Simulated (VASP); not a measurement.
Here is a VASP 6.6.1 calculation.

File INCAR:

```
SYSTEM = HfH5
PREC     = Accurate       ! precision mode
ENCUT    = 520            ! plane-wave cutoff, eV
EDIFF    = 1E-7           ! SCF threshold, eV
ISMEAR   = 0              ! smearing method
SIGMA    = 0.1            ! smearing width, eV
LREAL    = .FALSE.        ! projectors in reciprocal space
LASPH    = .TRUE.         ! aspherical terms in the spheres
NELM     = 60             ! most SCF steps
ALGO     = Normal         ! electronic algorithm
ISIF     = 2              ! what is computed and relaxed
LWAVE    = .FALSE.        ! write WAVECAR
LCHARG   = .FALSE.        ! write CHGCAR
GGA      = PE             ! functional
NBANDS   = 16             ! bands
```

KPOINTS

```
regular mesh
0
G
  12 12 8
  0 0 0
```

File POSCAR:

```
HfH5
1.0
    3.0719454952      0.0000000000      0.0000000000
    0.0000000000      3.0719454952      0.0000000000
    0.0000000000      0.0000000000      5.5297812318
Hf H
1 5
Direct
    0.5000000000      0.5000000000      0.9733534465
    0.0000000000      0.0000000000      0.8615224284
    0.5000000000      0.5000000000      0.4250690553
    0.0000000000      0.5000000000      0.1862988677
    0.5000000000      0.0000000000      0.1862988677
    0.5000000000      0.5000000000      0.5739844446
```

Potentials or basis: VASP PAW PBE potentials, release 64 (Hf_pv, H).

Command:

```sh
$ cat potpaw_PBE.64/Hf_pv/POTCAR potpaw_PBE.64/H/POTCAR > POTCAR
$ mpirun -np 1 vasp_std > vasp.out
```

What does it give for the band gap on the k mesh?

Zero (an odd number of electrons rules out a gap without spin polarisation).

What does it give for the pressure?

-0.4 GPa.

Estimate the largest force.

0.023 eV/Å.

Forces on the atoms (eV/Å):
```
Hf   0.000  0.000  0.023
H    0.000  0.000  0.005
H    0.000  0.000 -0.005
H    0.000  0.000 -0.014
H    0.000  0.000 -0.014
H    0.000  0.000  0.006
```

Caveat: spin-orbit coupling is left out, which moves the levels of the heavy elements.
